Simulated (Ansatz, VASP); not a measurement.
Si2W in VASP and in Ansatz

```
Si W
1.0
    -1.57827    1.61767    3.94000
     1.61767   -1.57827    3.94000
     1.59433    1.59433   -3.92394
Si W
2 1
Direct
  0.33300 0.33300 0.00000
  0.66700 0.66700 0.00000
  0.00000 0.00000 0.00000
```

Change from the starting cell: equal xy, yz and zx shear strains of +1 %.

Alike in both runs: task single point; functional PBE; k mesh 11 × 11 × 14; occupations fermi-dirac, width 0.05 eV; no spin polarisation.

|  | VASP | Ansatz |
| --- | --- | --- |
| version | VASP 6.6.1 | Ansatz 0.2.0 |
| potentials or method | VASP PAW PBE potentials, release 64 (Si, W_sv), cutoff 520 eV | all-electron LAPW, scalar-relativistic |

VASP gave:

| Property | Result |
| --- | --- |
| pressure (GPa) | 1.8 |
| traceless stress, the component that is largest in VASP (GPa) | -2.01 |
| rms of the force components (eV/Å) | 0.100 |

Question: Which values does Ansatz return?

Answer: Pressure (GPa): 1.7; traceless stress, the component that is largest in VASP (GPa): -2.01; rms of the force components (eV/Å): 0.102.

Atom by atom the forces differ by 0.003 eV/Å (rms over components). Ansatz ran all-electron here, and VASP with PAW potentials.

Spin-orbit coupling is off throughout.
